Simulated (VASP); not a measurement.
# BN (F-43m) in VASP: single point with HSE06

Aim: the single point of BN with HSE06.

All numbers are computed with VASP 6.6.1; they aren't measurements. Logs are shortened: lines on timing, memory, paths and dates and some standing lists are left out, and cuts for length are marked.

## (1) The cell of the first run

The structure is cubic, space group F-43m (No. 216). The conventional cell has a = 3.606 Å, b = 3.606 Å, c = 3.606 Å, α = 90.00°, β = 90.00°, γ = 90.00°. B (site symmetry -43m) has 4 N at 1.56 Å within 2.1 Å. Within 2.1 Å of N (site symmetry -43m) lie 4 B at 1.56 Å.

## (2) Single point, HSE06

POSCAR reads:

```
BN
1.0
    0.0000000000      1.8028980000      1.8028980000
    1.8028980000      0.0000000000      1.8028980000
    1.8028980000      1.8028980000      0.0000000000
B N
1 1
Direct
    0.0000000000      0.0000000000      0.0000000000
    0.2500000000      0.2500000000      0.2500000000
```

INCAR.step1 reads:

```
PREC     = Accurate       # precision mode
ENCUT    = 520            # plane-wave cutoff, eV
EDIFF    = 1E-5           # SCF threshold, eV
ISMEAR   = -1             # smearing method
SIGMA    = 0.05           # smearing width, eV
LREAL    = False          # projectors in reciprocal space
LASPH    = True           # aspherical terms in the spheres
NELM     = 80             # most SCF steps
ALGO     = Normal         # electronic algorithm
ISIF     = 2              # what is computed and relaxed
LWAVE    = True           # write WAVECAR
LCHARG   = False          # write CHGCAR
NBANDS   = 11             # bands
GGA      = PE             # functional
KPAR     = 2
```

INCAR.step2 reads:

```
PREC     = Accurate       # precision mode
ENCUT    = 520            # plane-wave cutoff, eV
EDIFF    = 1E-7           # SCF threshold, eV
ISMEAR   = -1             # smearing method
SIGMA    = 0.05           # smearing width, eV
LREAL    = False          # projectors in reciprocal space
LASPH    = True           # aspherical terms in the spheres
NELM     = 80             # most SCF steps
ALGO     = Normal         # electronic algorithm
ISIF     = 2              # what is computed and relaxed
LWAVE    = False          # write WAVECAR
LCHARG   = False          # write CHGCAR
GGA      = PE             # functional
LHFCALC  = True           # exact exchange
HFSCREEN = 0.2079         # screening, 1/A
PRECFOCK = Normal       
NBANDS   = 11             # bands
ISTART   = 1            
KPAR     = 2
```

KPOINTS reads:

```
regular mesh
0
Gamma
  11 11 11
```

Potentials or basis: VASP PAW PBE potentials, release 64 (B, N).

Run with:

```console
cat potpaw_PBE.64/B/POTCAR potpaw_PBE.64/N/POTCAR > POTCAR
cp INCAR.step1 INCAR
mpirun -np 2 vasp_std > vasp.out
cp INCAR.step2 INCAR
mpirun -np 2 vasp_std > vasp.out
```

OUTCAR:

```text
PREC = Accurate
   ENCUT = 520
   EDIFF = 1E-7
   ISMEAR = -1
   LREAL = False
   LASPH = True
   NELM = 80
   ISIF = 2
   GGA = PE
   LHFCALC = True
   HFSCREEN = 0.2079
   PRECFOCK = Normal
   ISTART = 1

 ion  position               nearest neighbor table
   1  0.000  0.000  0.000-   2 1.56   2 1.56   2 1.56   2 1.56
   2  0.250  0.250  0.250-   1 1.56   1 1.56   1 1.56   1 1.56

  LATTYP: Found a face centered cubic cell.
 ALAT       =     3.6057960000

  Lattice vectors:

 A1 = (   0.0000000000,   1.8028980000,   1.8028980000)
 A2 = (   1.8028980000,   0.0000000000,   1.8028980000)
 A3 = (   1.8028980000,   1.8028980000,   0.0000000000)

Analysis of symmetry for initial positions (statically):
=====================================================================
 Subroutine PRICEL returns:
 Original cell was already a primitive cell.

 Routine SETGRP: Setting up the symmetry group for a
 face centered cubic supercell.

 Subroutine GETGRP returns: Found 24 space group operations
 (whereof 24 operations were pure point group operations)
 out of a pool of 48 trial point group operations.

The static configuration has the point symmetry T_d .

Analysis of symmetry for dynamics (positions and initial velocities):
=====================================================================
 Subroutine PRICEL returns:
 Original cell was already a primitive cell.

 Routine SETGRP: Setting up the symmetry group for a
 face centered cubic supercell.

 Subroutine GETGRP returns: Found 24 space group operations
 (whereof 24 operations were pure point group operations)
 out of a pool of 48 trial point group operations.

The dynamic configuration has the point symmetry T_d .

 Subroutine INISYM returns: Found 24 space group operations
 (whereof 24 operations are pure point group operations),
 and found     1 'primitive' translations

----------------------------------------------------------------------------------------

                                     Primitive cell

  volume of cell :      11.7204

  direct lattice vectors                    reciprocal lattice vectors
     0.000000000  1.802898000  1.802898000    -0.277331274  0.277331274  0.277331274
     1.802898000  0.000000000  1.802898000     0.277331274 -0.277331274  0.277331274
     1.802898000  1.802898000  0.000000000     0.277331274  0.277331274 -0.277331274

[... 96 lines left out ...]
   EMIN   =  10.00;   EMAX   =-10.00  energy-range for DOS
   EFERMI =   0.00;   METHOD = LEGACY
   ISMEAR =    -1;   SIGMA  =   0.05  broadening in eV -4-tet -1-fermi 0-gaus
   EFERMI_NEDOS =   21; number of points for ismear=-14 and -15
   IALGO  =     38    algorithm
   IMIX   =      1    mixing-type and parameters
     AMIX     =   0.40;   BMIX     =  1.00
     AMIX_MAG =   1.60;   BMIX_MAG =  1.00
  volume/ion in A,a.u.               =       5.86        39.55
  Fermi-wavevector in a.u.,A,eV,Ry     =   1.441419  2.723888 28.268684  2.077690
  Thomas-Fermi vector in A             =   2.560054
   LORBIT       =      0    0 simple, 1 ext, 2 COOP (PROOUT), +10 PAW based schemes
   GGA     = PE    functional components
   LHFCALC =     T    Hartree Fock is set to
   PRECFOCK=normal    Normal, Fast or Accurate (Low or Medium for compatibility)
   ENCUT4O =  -1.0   cutoff for four orbital integrals eV
   NKREDX  =     1    reduce k-point grid by
   NKREDY  =     1    reduce k-point grid by
   NKREDZ  =     1    reduce k-point grid by
   AEXX    =    0.2500 exact exchange contribution
   HFSCREEN=    0.2079 screening length (either q_TF or 0.3 A-1)
   HFSCREENC=   0.2079 screening length for correlation (either q_TF or 0.3 A-1)
   ENCUTFOCK=  -1.0 apply spherical cutoff to Coloumb kernel
   IVDW    =     0    specifies the selected vdW correction
   LEPSILON=     F    determine dielectric tensor
   LRPA    =     F    only Hartree local field effects (RPA)
 non-spin polarized calculation
  energy-cutoff  :      520.00
  volume of cell :       11.72
 maximum number of plane-waves:       331
  NGX = 16; NGY = 16; NGZ = 16

 number of electron       7.9999999 magnetization

 Free energy of the ion-electron system (eV)
  ---------------------------------------------------
  ext. energy  EPLUGINS =         0.00000000
  ---------------------------------------------------
  free energy    TOTEN  =       -20.32829191 eV

  energy without entropy =      -20.32829191  energy(sigma->0) =      -20.32829191

 E-fermi :   7.6523     XC(G=0): -10.5176

 val. band max:        6.6375488666   @ k =   0.0000   0.0000   0.0000
 cond. band min:      12.5340306279   @ k =   0.4545   0.4545   0.0000
 fundamental gap:      5.8964817613
 Fermi energy:         7.6522665587

 k-point     1 :       0.0000    0.0000    0.0000
  band No.  band energies     occupation
      1     -15.5588      2.00000
      2       6.6375      2.00000
      3       6.6375      2.00000
      4       6.6375      2.00000
      5      17.2286      0.00000
      6      17.2286      0.00000
      7      17.2286      0.00000
      8      18.8973      0.00000
      9      33.5171      0.00000
     10      36.4924      0.00000
     11      36.4924      0.00000
[... 309 lines left out ...]
 k-point    24 :      -0.1818    0.1818    0.0000
  band No.  band energies     occupation
      1     -13.3245      2.00000
      2       0.5665      2.00000
      3       2.5506      2.00000
      4       5.5014      2.00000
      5      19.1712      0.00000
      6      19.1723      0.00000
      7      19.5877      0.00000
      8      22.2753      0.00000
      9      29.7143      0.00000
     10      31.1405      0.00000
     11      35.8988      0.00000

 [... further k-points ...]

------------------------ aborting loop because EDIFF is reached ----------------------------------------

  FORCE on cell =-STRESS in cart. coord.  units (eV):
  Direction    XX          YY          ZZ          XY          YZ          ZX
  --------------------------------------------------------------------------------------
  -------------------------------------------------------------------------------------
  Total       -0.1941259     -0.1941259     -0.1941259      0.0000000      0.0000000      0.0000000
  in kB      -26.5369222    -26.5369222    -26.5369222      0.0000000      0.0000000      0.0000000
  external PRESSURE =     -26.5369222 kB  Pullay stress =       0.0000000 kB

 VOLUME and BASIS-vectors are now :
 -----------------------------------------------------------------------------
  energy-cutoff  :      520.00
  volume of cell :       11.72
      direct lattice vectors                 reciprocal lattice vectors
     0.000000000  1.802898000  1.802898000    -0.277331274  0.277331274  0.277331274
     1.802898000  0.000000000  1.802898000     0.277331274 -0.277331274  0.277331274
     1.802898000  1.802898000  0.000000000     0.277331274  0.277331274 -0.277331274

 POSITION                                       TOTAL-FORCE (eV/Angst)
 -----------------------------------------------------------------------------------
      0.00000      0.00000      0.00000        -0.000000     -0.000000     -0.000000
      0.90145      0.90145      0.90145         0.000000      0.000000      0.000000
 -----------------------------------------------------------------------------------
    total drift:                                0.000000     -0.000000      0.000000

  FREE ENERGIE OF THE ION-ELECTRON SYSTEM (eV)
  ---------------------------------------------------
  free  energy   TOTEN  =       -20.3282919079 eV

  energy  without entropy=      -20.3282919079  energy(sigma->0) =      -20.32829191
```

OUTCAR.step1:

```text
PREC = Accurate
   ENCUT = 520
   EDIFF = 1E-5
   ISMEAR = -1
   LREAL = False
[... 557 lines left out ...]
      0.00000      0.00000      0.00000         0.000000     -0.000000     -0.000000
      0.90145      0.90145      0.90145        -0.000000      0.000000      0.000000
 -----------------------------------------------------------------------------------
    total drift:                                0.000000      0.000000      0.000000

  FREE ENERGIE OF THE ION-ELECTRON SYSTEM (eV)
  ---------------------------------------------------
  free  energy   TOTEN  =       -17.4469371964 eV

  energy  without entropy=      -17.4469371964  energy(sigma->0) =      -17.44693720
```

It took 48 min on 2 MPI ranks of AMD EPYC 7R43 (Zen 3), shared host; peak memory 0.21 GiB.

What came out:

- Free energy: -20.3283 eV
- Pressure: -2.7 GPa
- Band gap on the k mesh: 5.90 eV (least direct gap 10.59 eV)

Caveat: the PAW data sets were made with another functional, which shifts forces and pressure a little; an odd mesh through Γ misses points on the zone boundary, where band edges can lie.
